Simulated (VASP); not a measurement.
A run of VASP 6.6.1 is set up as follows.

Contents of POSCAR:

```
Rh
1.0
    0.0000000000      1.8978500000      1.8978500000
    1.8978500000      0.0000000000      1.8978500000
    1.8978500000      1.8978500000      0.0000000000
Rh
1
Direct
    0.0000000000      0.0000000000      0.0000000000
```

The input INCAR.step1:

```
ALGO = Normal ; EDIFF = 1E-4
ENCUT = 520 ; GGA = PE
GGA_COMPAT = False ; ISMEAR = -1
LASPH = True ; LCHARG = False
LMAXMIX = 4 ; LREAL = False
LSORBIT = True ; LWAVE = True
MAGMOM = 0 0 0 ; NBANDS = 26
NELM = 150 ; PREC = Accurate
SIGMA = 0.05
```

Contents of INCAR.step2:

```
ALGO = Normal ; EDIFF = 1E-6
ENCUT = 520 ; GGA_COMPAT = False
ISIF = 2 ; ISMEAR = -1
ISTART = 1 ; LASPH = True
LCHARG = False ; LMAXMIX = 4
LMIXTAU = True ; LORBIT = 11
LORBMOM = True ; LREAL = False
LSORBIT = True ; LWAVE = False
MAGMOM = 0 0 0 ; METAGGA = R2SCAN
NBANDS = 26 ; NELM = 150
PREC = Accurate ; SIGMA = 0.05
```

Contents of KPOINTS:

```
k-points
0
Gamma
  12 12 12
```

Potentials or basis: VASP PAW PBE potentials, release 64 (Rh_pv).

Launch:

```console
$ cat potpaw_PBE.64/Rh_pv/POTCAR > POTCAR
$ cp INCAR.step1 INCAR
$ mpirun -np 1 vasp_ncl > vasp.out
$ cp INCAR.step2 INCAR
$ mpirun -np 1 vasp_ncl > vasp.out
```

Task: What does it give for the net moment?

Result: 0.00 μB per cell.

Task: Estimate the pressure.

Result: 2.4 GPa.

Moments on the atoms (μB; x, y, z):
```
Rh  0.00 0.00 0.00
```

Caveat: the PAW data sets were made with another functional, which shifts forces and pressure a little.
